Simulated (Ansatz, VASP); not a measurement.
Two plane-wave programs on K4Mg3MnF12

```xyz
20
Lattice="3.9897 3.9897 0.0000 -3.9897 3.9897 0.0000 0.0000 0.0000 7.9794" Properties=species:S:1:pos:R:3 pbc="T T T"
K     1.9949    1.9949    2.0150
K     1.9949    1.9949    5.9644
K    -1.9949    1.9949    2.0150
K    -1.9949    1.9949    5.9644
Mn    0.0000    0.0000    7.9794
Mg    0.0000    0.0000    3.9897
Mg    0.0000    3.9897    7.9794
Mg    0.0000    3.9897    3.9897
F    -1.9313    3.9897    7.9794
F    -1.9912    3.9897    3.9897
F     1.9313    3.9897    7.9794
F     1.9912    3.9897    3.9897
F     0.0000    2.0584    7.9794
F     0.0000    1.9985    3.9897
F     0.0000    5.9210    7.9794
F     0.0000    5.9809    3.9897
F     0.0000    0.0000    2.0666
F     0.0000    0.0000    5.9128
F     0.0000    3.9897    2.0077
F     0.0000    3.9897    5.9717
```

Alike in both runs: task single point; functional PBEsol; k mesh 3 × 3 × 2; occupations gaussian, width 0.05 eV; collinear spin; Hubbard terms Mn d U = 3.5 eV.

|  | VASP | Ansatz |
| --- | --- | --- |
| version | VASP 6.6.1 | Ansatz 0.2.0 |
| potentials or method | VASP PAW PBE potentials, release 64 (K_sv, Mn_pv, Mg, F), cutoff 520 eV | scalar-relativistic, plane waves, PAW |
| valence electrons in the cell | 139 | 165 |

|  | VASP | Ansatz | Ansatz less VASP |
| --- | --- | --- | --- |
| gap on the k mesh at the Fermi level (eV) | 4.22 | 4.35 | +0.128 |
| least direct gap on the mesh (eV) | 4.22 | 4.35 | +0.128 |
| pressure (GPa) | 2.8 | 3.2 | +0.42 |
| net moment per atom (μB) | 0.25 | 0.25 | 0.000 |
| size of the moment on the site where the two differ most (μB) | 4.64 | 4.15 | -0.489 |

VASP's potentials were made for PBE, not for PBEsol. Site moments also hang on the region over which each program counts them. The programs project onto different local orbitals, so the same U acts differently, and such runs can settle in different states. VASP's potentials hold 139 valence electrons a cell and Ansatz's 165, so a difference there can come from the potentials and not from the codes.
